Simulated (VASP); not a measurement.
# Nb in VASP: further runs, part 2 of 3

VASP 6.6.1. Earlier steps stand in the parts before.

## 3. Single point, PBEsol

This run uses another cell than the first one, of 18.17 Å³/atom.

INCAR reads:

```
SYSTEM = Nb
ALGO = Normal
EDIFF = 1E-6
ENCUT = 500
GGA = PS
GGA_COMPAT = .False.
ISIF = 2
ISMEAR = -1
LASPH = .True.
LCHARG = .False.
LREAL = .False.
LWAVE = .False.
NBANDS = 12
NELM = 120
PREC = Accurate
SIGMA = 0.05
```

KPOINTS reads:

```
k-points
0
Gamma
  11 11 11
  0 0 0
```

POSCAR reads:

```
Nb
1.0
    0.0000000000      2.0727000000      2.1150000000
    2.0727000000      0.0000000000      2.1150000000
    2.0727000000      2.0727000000      0.0000000000
Nb
1
Direct
    0.0000000000      0.0000000000      0.0000000000
```

Potentials or basis: VASP PAW PBE potentials, release 64 (Nb_sv).

The run is started by

```sh
$ cat potpaw_PBE.64/Nb_sv/POTCAR > POTCAR
$ mpirun -np 1 vasp_std > vasp.out
```

Run time: 19 s. Hardware: 1 thread of Intel Xeon 8259CL, shared host; peak memory 0.15 GiB.

It converged, with:

```
Free energy            : -10.6189 eV
Pressure               : -1.3 GPa
Band gap on the k mesh : zero (an odd number of electrons rules out a gap without spin polarisation)
```

Stress tensor (GPa, compression positive):
```
-3.21  0.00  0.00
 0.00 -3.21  0.00
 0.00  0.00  2.46
```

Levels at points of the mesh, in eV from the Fermi level:
```csv
k point,band 4,band 5,band 6,band 7,band 8,band 9
"(0.00, 0.00, 0.00)",-30.01,-6.35,-0.09,0.15,0.15,2.61
```

Caveat: the stress differs along the axes, from -3 to 2 GPa; the PAW data sets were made with another functional, which shifts forces and pressure a little.

## 4. Single point, PBEsol

This run uses another cell than the first one, of 19.69 Å³/atom.

INCAR reads:

```
PREC = Accurate ; ENCUT = 500
EDIFF = 1E-6 ; ISMEAR = -1
SIGMA = 0.05 ; LREAL = F
LASPH = T ; NELM = 120
ALGO = Normal ; ISIF = 2
LWAVE = F ; LCHARG = F
GGA = PS ; NBANDS = 12
GGA_COMPAT = F
```

KPOINTS reads:

```
Automatic mesh
0
Gamma
  11 11 11
```

POSCAR reads:

```
Nb
1.0
    0.0000000000      2.1573000000      2.1150000000
    2.1573000000      0.0000000000      2.1150000000
    2.1573000000      2.1573000000      0.0000000000
Nb
1
Direct
    0.0000000000      0.0000000000      0.0000000000
```

Potentials or basis: VASP PAW PBE potentials, release 64 (Nb_sv).

The run is started by

```sh
$ cat potpaw_PBE.64/Nb_sv/POTCAR > POTCAR
$ mpirun -np 1 vasp_std > vasp.out
```

OUTCAR:

```text
PREC = Accurate
   ENCUT = 500
   EDIFF = 1E-6
   ISMEAR = -1
   LREAL = F
   LASPH = T
   NELM = 120
   ISIF = 2
   GGA = PS

 ion  position               nearest neighbor table
   1  0.000  0.000  0.000-

  LATTYP: Found a body centered tetragonal cell.
 ALAT       =     3.0508829181
 C/A-ratio  =     1.3864838847

  Lattice vectors:

 A1 = (   0.0000000000,  -2.1573000000,  -2.1150000000)
 A2 = (   0.0000000000,   2.1573000000,  -2.1150000000)
 A3 = (   2.1573000000,   0.0000000000,   2.1150000000)

Analysis of symmetry for initial positions (statically):
=====================================================================
 Subroutine PRICEL returns:
 Original cell was already a primitive cell.

 Routine SETGRP: Setting up the symmetry group for a
 body centered tetragonal supercell.

 Subroutine GETGRP returns: Found 16 space group operations
 (whereof 16 operations were pure point group operations)
 out of a pool of 16 trial point group operations.

The static configuration has the point symmetry D_4h.

Analysis of symmetry for dynamics (positions and initial velocities):
=====================================================================
 Subroutine PRICEL returns:
 Original cell was already a primitive cell.

 Routine SETGRP: Setting up the symmetry group for a
 body centered tetragonal supercell.

 Subroutine GETGRP returns: Found 16 space group operations
 (whereof 16 operations were pure point group operations)
 out of a pool of 16 trial point group operations.

The dynamic configuration has the point symmetry D_4h.

 Subroutine INISYM returns: Found 16 space group operations
 (whereof 16 operations are pure point group operations),
 and found     1 'primitive' translations

----------------------------------------------------------------------------------------

                                     Primitive cell

  volume of cell :      19.6862

  direct lattice vectors                    reciprocal lattice vectors
     0.000000000  2.157300000  2.115000000    -0.231771195  0.231771195  0.236406619
     2.157300000  0.000000000  2.115000000     0.231771195 -0.231771195  0.236406619
     2.157300000  2.157300000  0.000000000     0.231771195  0.231771195 -0.236406619

  length of vectors
     3.021120370  3.021120370  3.050882918     0.404133473  0.404133473  0.404133473

  position of ions in fractional coordinates (direct lattice)
     0.000000000  0.000000000  0.000000000

  ion indices of the primitive-cell ions
   primitive index   ion index
                 1           1

----------------------------------------------------------------------------------------

 KPOINTS: Automatic mesh

Automatic generation of k-mesh.
 Grid dimensions read from file:
 generate k-points for:   11   11   11

 Generating k-lattice:

  Cartesian coordinates                     Fractional coordinates (reciprocal lattice)
    -0.021070109  0.021070109  0.021491511     0.090909091  0.000000000  0.000000000
     0.021070109 -0.021070109  0.021491511     0.000000000  0.090909091  0.000000000
     0.021070109  0.021070109 -0.021491511     0.000000000  0.000000000  0.090909091

  Length of vectors
     0.036739407  0.036739407  0.036739407

  Shift w.r.t. Gamma in fractional coordinates (k-lattice)
     0.000000000  0.000000000  0.000000000

 Subroutine IBZKPT returns following result:
 ===========================================

 Found    126 irreducible k-points:

 Following reciprocal coordinates:
            Coordinates               Weight
  0.000000  0.000000  0.000000      1.000000
  0.090909 -0.000000  0.000000      8.000000
  0.181818  0.000000  0.000000      8.000000
  0.272727  0.000000  0.000000      8.000000
  0.363636 -0.000000  0.000000      8.000000
  0.454545  0.000000  0.000000      8.000000
[... 16 lines left out ...]
 -0.272727  0.181818  0.000000      8.000000
 -0.181818  0.181818  0.000000      4.000000
 [... further k-points ...]
   k-points           NKPTS =    126   k-points in BZ     NKDIM =    126   number of bands    NBANDS=     12
   number of dos      NEDOS =    301   number of ions     NIONS =      1
   total plane-waves  NPLWV =  13824
   dimension x,y,z NGX =    24 NGY =   24 NGZ =   24
   dimension x,y,z NGXF=    48 NGYF=   48 NGZF=   48
   ions per type =               1
   NGX,Y,Z   is equivalent  to a cutoff of  13.21, 13.21, 13.08 a.u.
   NGXF,Y,Z  is equivalent  to a cutoff of  26.41, 26.41, 26.16 a.u.
 SYSTEM =  unknown system
   PREC   = accura    normal or accurate (medium, high low for compatibility)
   ISTART =      0    job   : 0-new  1-cont  2-samecut
   ICHARG =      2    charge: 1-file 2-atom 10-const
   ISPIN  =      1    spin polarized calculation?
   LNONCOLLINEAR =      F non collinear calculations
   LSORBIT =      F    spin-orbit coupling
   LASPH  =      T    aspherical Exc in radial PAW
   ENCUT  =  500.0 eV  36.75 Ry    6.06 a.u.   5.51  5.51  5.56*2*pi/ulx,y,z
   NELM   =    120;   NELMIN=  2; NELMDL= -5     # of ELM steps
   EDIFF  = 0.1E-05   stopping-criterion for ELM
   LREAL  =      F    real-space projection
   EDIFFG = 0.1E-04   stopping-criterion for IOM
   NSW    =      0    number of steps for IOM
   IBRION =     -1    ionic relax: 0-MD 1-quasi-New 2-CG
   NFREE  =      0    steps in history (QN), initial steepest desc. (CG)
   ISIF   =      2    stress and relaxation
   ISYM   =      2    0-nonsym 1-usesym 2-fastsym
   POTIM  = 0.5000    time-step for ionic-motion
   TEBEG  =    0.0;   TEEND  =   0.0 temperature during run
   PSTRESS=    0.0 pullay stress
   NELECT =      13.0000    total number of electrons
   NUPDOWN=      -1.0000    fix difference up-down
   EMIN   =  10.00;   EMAX   =-10.00  energy-range for DOS
   EFERMI =   0.00;   METHOD = LEGACY
   ISMEAR =    -1;   SIGMA  =   0.05  broadening in eV -4-tet -1-fermi 0-gaus
   EFERMI_NEDOS =   21; number of points for ismear=-14 and -15
   IALGO  =     38    algorithm
   IMIX   =      4    mixing-type and parameters
     AMIX     =   0.40;   BMIX     =  1.00
     AMIX_MAG =   1.60;   BMIX_MAG =  1.00
  volume/ion in A,a.u.               =      19.69       132.85
  Fermi-wavevector in a.u.,A,eV,Ry     =   1.425615  2.694021 27.652167  2.032377
  Thomas-Fermi vector in A             =   2.545980
   LORBIT       =      0    0 simple, 1 ext, 2 COOP (PROOUT), +10 PAW based schemes
   GGA     = PS    functional components
   LHFCALC =     F    Hartree Fock is set to
   AEXX    =    0.0000 exact exchange contribution
   IVDW    =     0    specifies the selected vdW correction
   LEPSILON=     F    determine dielectric tensor
   LRPA    =     F    only Hartree local field effects (RPA)
 non-spin polarized calculation
  energy-cutoff  :      500.00
  volume of cell :       19.69
 maximum number of plane-waves:       531
 NGX is ok and might be reduce to    24
   NGX = 11   NGY = 11   NGZ = 11

 number of electron      12.9999999 magnetization

 Free energy of the ion-electron system (eV)
  ---------------------------------------------------
  ext. energy  EPLUGINS =         0.00000000
  ---------------------------------------------------
  free energy    TOTEN  =       -10.54894837 eV

  energy without entropy =      -10.53608699  energy(sigma->0) =      -10.54251768

 E-fermi :  10.2114     XC(G=0): -12.1763

 val. band max:       10.2040748742   @ k =  -0.3636   0.4545   0.1818
 cond. band min:      10.2119235473   @ k =   0.3636   0.1818   0.0909
 fundamental gap:      0.0078486731
 Fermi energy:        10.2114424505

 k-point     1 :       0.0000    0.0000    0.0000
  band No.  band energies     occupation
      1     -44.5586      2.00000
      2     -20.0498      2.00000
      3     -20.0467      2.00000
      4     -20.0467      2.00000
      5       4.0570      2.00000
      6      10.2498      0.63401
      7      10.2498      0.63401
      8      10.4685      0.01164
      9      12.6010      0.00000
     10      12.8804      0.00000
     11      21.9627      0.00000
     12      26.3055      0.00000
[... 331 lines left out ...]
 k-point    24 :      -0.1818    0.1818    0.0000
  band No.  band energies     occupation
      1     -44.4540      2.00000
      2     -20.6009      2.00000
      3     -20.2940      2.00000
      4     -20.1231      2.00000
      5       6.5435      2.00000
      6       9.1176      2.00000
      7      10.2866      0.36409
      8      11.4470      0.00000
      9      11.4872      0.00000
     10      14.2885      0.00000
     11      23.3469      0.00000
     12      25.7211      0.00000

 [... further k-points ...]

------------------------ aborting loop because EDIFF is reached ----------------------------------------

  FORCE on cell =-STRESS in cart. coord.  units (eV):
  Direction    XX          YY          ZZ          XY          YZ          ZX
  --------------------------------------------------------------------------------------
  -------------------------------------------------------------------------------------
  Total       -1.4076680     -1.4076680     -2.0151584      0.0000000      0.0000000     -0.0000000
  in kB     -114.5643195   -114.5643195   -164.0054627      0.0000000      0.0000000     -0.0000000
  external PRESSURE =    -131.0447006 kB  Pullay stress =       0.0000000 kB

 VOLUME and BASIS-vectors are now :
 -----------------------------------------------------------------------------
  energy-cutoff  :      500.00
  volume of cell :       19.69
      direct lattice vectors                 reciprocal lattice vectors
     0.000000000  2.157300000  2.115000000    -0.231771195  0.231771195  0.236406619
     2.157300000  0.000000000  2.115000000     0.231771195 -0.231771195  0.236406619
     2.157300000  2.157300000  0.000000000     0.231771195  0.231771195 -0.236406619

 POSITION                                       TOTAL-FORCE (eV/Angst)
 -----------------------------------------------------------------------------------
      0.00000      0.00000      0.00000         0.000000      0.000000      0.000000
 -----------------------------------------------------------------------------------
    total drift:                                0.000000      0.000000     -0.000000

  FREE ENERGIE OF THE ION-ELECTRON SYSTEM (eV)
  ---------------------------------------------------
  free  energy   TOTEN  =       -10.5489483736 eV

  energy  without entropy=      -10.5360869927  energy(sigma->0) =      -10.54251768
```

OSZICAR:

```text
N       E                     dE             d eps       ncg     rms          rms(c)
DAV:   1     0.109070953607E+03    0.10907E+03   -0.70677E+03  3048   0.103E+03
DAV:   2    -0.660815258449E+01   -0.11568E+03   -0.11168E+03  3300   0.371E+02
DAV:   3    -0.108943142626E+02   -0.42862E+01   -0.41292E+01  4416   0.626E+01
DAV:   4    -0.111398612258E+02   -0.24555E+00   -0.24377E+00  4172   0.139E+01
DAV:   5    -0.111518243395E+02   -0.11963E-01   -0.11953E-01  4512   0.255E+00    0.649E+00
DAV:   6    -0.106134522779E+02    0.53837E+00   -0.81543E-01  4820   0.108E+01    0.222E+00
DAV:   7    -0.105464069191E+02    0.67045E-01   -0.22417E-01  4992   0.545E+00    0.996E-01
DAV:   8    -0.105489459110E+02   -0.25390E-02   -0.12777E-02  3668   0.146E+00    0.704E-02
DAV:   9    -0.105489366306E+02    0.92804E-05   -0.98125E-04  5088   0.354E-01    0.229E-02
DAV:  10    -0.105489491578E+02   -0.12527E-04   -0.14426E-05  3768   0.488E-02    0.101E-02
DAV:  11    -0.105489483736E+02    0.78422E-06   -0.76582E-06  4780   0.388E-02
   1 F= -.10548948E+02 E0= -.10542518E+02  d E =-.128614E-01
```

It took 18 s on 1 thread of Intel Xeon 8259CL, shared host; peak memory 0.16 GiB.

What came out:

| Item | Value |
| --- | --- |
| Free energy | -10.5489 eV |
| Pressure | -13.1 GPa |
| Band gap on the k mesh | zero (an odd number of electrons rules out a gap without spin polarisation) |

Stress tensor (GPa, compression positive):
```
-11.46   0.00   0.00
  0.00 -11.46   0.00
  0.00   0.00 -16.40
```

Levels at points of the mesh, in eV from the Fermi level:
```tsv
k point	band 3	band 4	band 5	band 6	band 7	band 8	band 9	band 10
(0.00, 0.00, 0.00)	-30.26	-30.26	-6.15	0.04	0.04	0.26	2.39	2.67
```

Caveat: the cell stands under tension; the PAW data sets were made with another functional, which shifts forces and pressure a little.

(Part 2 of 3 ends here.)

The gap in the log of VASP goes by the Fermi energy; the results here count the filled bands.